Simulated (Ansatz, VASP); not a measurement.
Two plane-wave programs on LiH

```xyz
2
Lattice="0.0000 1.9557 1.9557 1.9557 0.0000 1.9557 1.9557 1.9557 0.0000" Properties=species:S:1:pos:R:3 pbc="T T T"
Li    0.0000    0.0000    0.0000
H     1.9557    1.9557    1.9557
```

Alike in both runs: functional LDA; k mesh 10 × 10 × 10; occupations gaussian, width 0.02 eV; no spin polarisation.

Ansatz relaxed the structure, and its values are those at the end. VASP's run is a single point on that final structure, the one shown.

|  | VASP | Ansatz |
| --- | --- | --- |
| version | VASP 6.6.1 | Ansatz 0.2.0 |
| potentials or method | VASP PAW LDA potentials, release 64 (Li_sv, H), cutoff 520 eV | scalar-relativistic, plane waves, PAW |
| valence electrons in the cell | 4 | 4 |

|  | VASP | Ansatz | Ansatz less VASP |
| --- | --- | --- | --- |
| gap on the k mesh at the Fermi level (eV) | 2.53 | 2.54 | +0.010 |
| least direct gap on the mesh (eV) | 2.53 | 2.54 | +0.010 |

LDA's correlation is that of Perdew and Zunger in VASP and of Perdew and Wang (1992) in Ansatz.

Noted on VASP's run: the cutoff is short for stress, so the pressure is rough.
